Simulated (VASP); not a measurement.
Crystal: BeB.

```
Be B
1.0
     1.52170   -3.31967    0.00000
     1.52170    3.31967    0.00000
     0.00000    0.00000    2.92770
Be B
2 2
Direct
  0.86253 0.13747 0.25000
  0.13747 0.86253 0.75000
  0.56224 0.43776 0.25000
  0.43776 0.56224 0.75000
```

```yaml
Program: VASP 6.6.1
Task: relaxation of cell and atoms
Functional: PBE
Potentials_or_basis: VASP PAW PBE potentials, release 64 (Be, B)
Cutoff: 600 eV
k_mesh: 16 × 16 × 16
Occupations: gaussian, width 0.1 eV
Spin: no spin polarisation
```

At the start: pressure 0.2 GPa; volume 7.39 Å³/atom.

Task: Where does the relaxation end?

Result: Over 8 steps the energy falls by 3.8 meV/atom and the volume is 7.36 Å³/atom (-0.4 %); space group Cmcm (No. 63, to 0.1 Å) before and after.

The path:
| step | energy change (eV) | largest force (eV/Å) | pressure (GPa) | volume (Å³) |
| --- | --- | --- | --- | --- |
| 1 | 0.0000 | 0.2279 | 0.18 | 29.58 |
| 2 | -0.0102 | 0.1039 | -0.87 | 29.61 |
| 3 | -0.0107 | 0.1794 | -1.15 | 29.62 |
| 4 | -0.0146 | 0.0567 | 0.23 | 29.39 |
| 5 | -0.0147 | 0.0411 | 0.49 | 29.35 |
| 6 | -0.0151 | 0.0170 | 0.07 | 29.43 |
| 7 | -0.0151 | 0.0134 | 0.01 | 29.44 |
| 8 | -0.0151 | 0.0032 | -0.03 | 29.45 |

Final structure:
```xyz
4
Lattice="1.4979 -3.3634 0.0000 1.4979 3.3634 0.0000 0.0000 0.0000 2.9228" Properties=species:S:1:pos:R:3 pbc="T T T"
Be    1.4979   -2.4107    0.7307
Be    1.4979    2.4107    2.1921
B     1.4979   -0.4231    0.7307
B     1.4979    0.4231    2.1921
```
